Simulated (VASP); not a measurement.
## SnTe: single point with PBE

The system is SnTe.

```
Sn Te
1.0
     4.48419    0.00000    0.00000
     0.00000    3.15765    0.00000
     0.00000    0.00000    4.42765
Sn Te
1 1
Direct
  0.50000 0.00000 0.00000
  0.00000 0.00000 0.50000
```

The cell was generated, and may not be a known phase.

```json
{
  "Program": "VASP 6.6.1",
  "Task": "single point",
  "Functional": "PBE",
  "Potentials or basis": "VASP PAW PBE potentials, release 64 (Sn_d, Te)",
  "Cutoff": "520 eV",
  "k mesh": "6 × 4 × 4",
  "Occupations": "gaussian, width 0.1 eV",
  "Spin": "no spin polarisation"
}
```

```yaml
Pressure: -0.1 GPa
Band_gap_on_the_k_mesh: zero (bands 10 and 11 overlap by 5.51 eV)
```

Stress tensor (GPa, compression positive):
```
-0.08  0.00  0.00
 0.00  0.04  0.00
 0.00  0.00 -0.12
```

Levels at points of the mesh, in eV from the Fermi level:
```csv
k point,band 6,band 7,band 8,band 9,band 10,band 11,band 12,band 13,band 14,band 15
"(0.00, 0.00, 0.00)",-12.71,-6.89,-3.62,-3.49,2.33,2.39,3.29,3.34,6.95,7.05
"(0.50, 0.00, 0.00)",-12.07,-8.98,-2.22,-1.11,-0.49,-0.22,2.87,6.27,7.75,7.86
"(0.00, 0.50, 0.00)",-10.72,-5.45,-4.06,-1.95,-1.82,-1.30,4.88,4.94,5.03,5.27
"(0.50, 0.50, 0.00)",-10.18,-6.46,-4.57,-2.87,-0.65,1.09,1.87,1.90,5.72,5.78
"(0.00, 0.00, 0.50)",-12.05,-8.94,-2.30,-1.20,-0.62,-0.31,2.88,6.30,7.86,8.14
"(0.50, 0.00, 0.50)",-11.67,-7.98,-5.38,-5.37,3.05,4.85,4.94,6.83,8.56,9.69
"(0.00, 0.50, 0.50)",-10.16,-6.42,-4.55,-2.84,-0.73,0.99,1.76,1.78,5.63,5.66
"(0.50, 0.50, 0.50)",-9.77,-5.18,-4.28,-3.54,-3.53,-2.32,2.39,2.40,6.82,6.91
```

Run time: 33 s on 1 thread of Intel Xeon 8259CL (shared host), peak memory 0.2 GiB.

Caveat: the k points lie up to 0.50 Å⁻¹ apart, too coarse for converged energies and pressures of a metal; spin-orbit coupling is left out, which moves the levels of the heavy elements.
